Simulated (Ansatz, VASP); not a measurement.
One calculation of NaF, two programs

```
Na F
1.0
     0.00000    2.38138    2.20714
     2.38138    0.00000    2.20714
     2.38138    2.38138    0.00000
Na F
1 1
Cartesian
  0.0000 0.0000 0.0000
  2.3814 2.3814 2.2071
```

Change from the starting cell: strain +0.025 along x and y, -0.050 along z, atoms carried along.

Alike in both runs: task single point; functional LDA; k mesh 8 × 8 × 8; occupations gaussian, width 0.05 eV; no spin polarisation.

|  | VASP | Ansatz |
| --- | --- | --- |
| version | VASP 6.6.1 | Ansatz 0.2.0 |
| potentials or method | VASP PAW LDA potentials, release 64 (Na_pv, F), cutoff 520 eV | scalar-relativistic, plane waves, PAW |
| valence electrons in the cell | 14 | 16 |

VASP gave:

| Quantity | Value |
| --- | --- |
| gap on the k mesh at the Fermi level (eV) | 5.91 |
| least direct gap on the mesh (eV) | 5.91 |
| pressure (GPa) | -3.9 |
| traceless stress, the component that is largest in VASP (GPa) | 4.01 |

Problem. Which values does Ansatz return?

Solution. gap on the k mesh at the Fermi level (eV): 5.93; least direct gap on the mesh (eV): 5.93; pressure (GPa): -3.8; traceless stress, the component that is largest in VASP (GPa): 3.87.

LDA's correlation is that of Perdew and Zunger in VASP and of Perdew and Wang (1992) in Ansatz. VASP's potentials hold 14 valence electrons a cell and Ansatz's 16, so a difference there can come from the potentials and not from the codes.
